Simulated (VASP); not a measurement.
Write the native input for VASP 6.6.1 that does the following.

| Item | Value |
| --- | --- |
| Task | single point |
| Functional | LDA |
| Potentials or basis | VASP PAW LDA potentials, release 64 (C) |
| Cutoff | 520 eV |
| k mesh | 12 × 12 × 4 |
| Occupations | gaussian, width 0.05 eV |
| Spin | no spin polarisation |
| Dipole correction | no |
| Further INCAR settings | ALGO = Normal; EDIFF = 1e-07; NBANDS = 26 |

The structure of C lies in POSCAR:

```
C
1.0
    2.4896249417      0.0000000000      0.0000000000
   -1.2448124708      2.1560784454      0.0000000000
    0.0000000000      0.0000000000      8.2142660865
C
8
Direct
   -0.0343425223      0.0000000000      0.0929365318
    0.0343425223      0.0000000000      0.5929365318
    0.0343425223      0.0000000000      0.4070634682
   -0.0343425223      0.0000000000      0.9070634682
    0.3048794745      0.6666666667      0.1555443640
    0.6951205255      0.3333333333      0.6555443640
    0.3617871922      0.6666666667      0.3444556360
    0.6382128078      0.3333333333      0.8444556360
```

This cell differs from its parent crystal: mode 4 frozen in at -0.086 Å and mode 5 at +0.000 Å (largest displacements).

These files were run (other wordings do the same):

INCAR

```
SYSTEM = C
PREC = Accurate ; ENCUT = 520
EDIFF = 1E-7 ; ISMEAR = 0
SIGMA = 0.05 ; LREAL = .False.
LASPH = .True. ; NELM = 80
ALGO = Normal ; ISIF = 2
LWAVE = .False. ; LCHARG = .False.
NBANDS = 26
```

KPOINTS

```
Automatic mesh
0
Gamma
  12 12 4
  0 0 0
```

Potentials or basis: VASP PAW LDA potentials, release 64 (C).

Launch:

```sh
$ cat potpaw_LDA.64/C/POTCAR > POTCAR
$ mpirun -np 1 vasp_std > vasp.out
```

Results of the run:

| Property | Result |
| --- | --- |
| Pressure | 1.7 GPa |
| Largest force | 0.592 eV/Å |
| Band gap on the k mesh | 4.59 eV, indirect (least direct gap 5.34 eV) |

Caveat: the cell differs from its parent crystal (mode 4 frozen in at -0.086 Å and mode 5 at +0.000 Å (largest displacements)).

It took 2.2 min on 1 thread of Intel(R) Xeon(R) Platinum 8259CL CPU @ 2.50GHz (Skylake/Cascade Lake), on a shared host, peak memory 0.21 GiB.
